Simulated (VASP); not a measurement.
Wanted: the native input for a VASP 6.6.1 run.

```yaml
Task: single point
Functional: PBE
Potentials_or_basis: VASP PAW PBE potentials, release 64 (P)
Cutoff: 520 eV
k_mesh: 15 × 15 × 15
Occupations: fermi-dirac, width 0.05 eV
Spin: no spin polarisation
Dipole_correction: no
Further_INCAR_settings: ALGO = Normal; EDIFF = 1e-07; NBANDS = 12
```

The structure of P lies in POSCAR:

```
P
1.0
    1.7406625283     -1.0049719793      3.0685068845
    0.0000000000      2.0099439586      3.0685068845
   -1.7406625283     -1.0049719793      3.0685068845
P
2
Direct
    0.2293462223      0.2293462223      0.2293462223
   -0.2293462223     -0.2293462223     -0.2293462223
```

These files were run (other wordings do the same):

INCAR

```
SYSTEM = P
ALGO = Normal ; EDIFF = 1E-7
ENCUT = 520 ; GGA = PE
ISIF = 2 ; ISMEAR = -1
LASPH = .True. ; LCHARG = .False.
LREAL = .False. ; LWAVE = .False.
NBANDS = 12 ; NELM = 100
PREC = Accurate ; SIGMA = 0.05
```

KPOINTS

```
k-points
0
Gamma
  15 15 15
  0 0 0
```

Potentials or basis: VASP PAW PBE potentials, release 64 (P).

Command:

```bash
$ cat potpaw_PBE.64/P/POTCAR > POTCAR
$ mpirun -np 1 vasp_std > vasp.out
```

It gave:

| Item | Value |
| --- | --- |
| Pressure | -0.3 GPa |
| Largest force | 0.045 eV/Å |
| Band gap on the k mesh | zero (bands 5 and 6 overlap by 0.81 eV) |

Wall time 2.3 min on 1 thread of Intel(R) Xeon(R) Platinum 8375C CPU @ 2.90GHz (Ice Lake), on a shared host, peak memory 0.23 GiB.
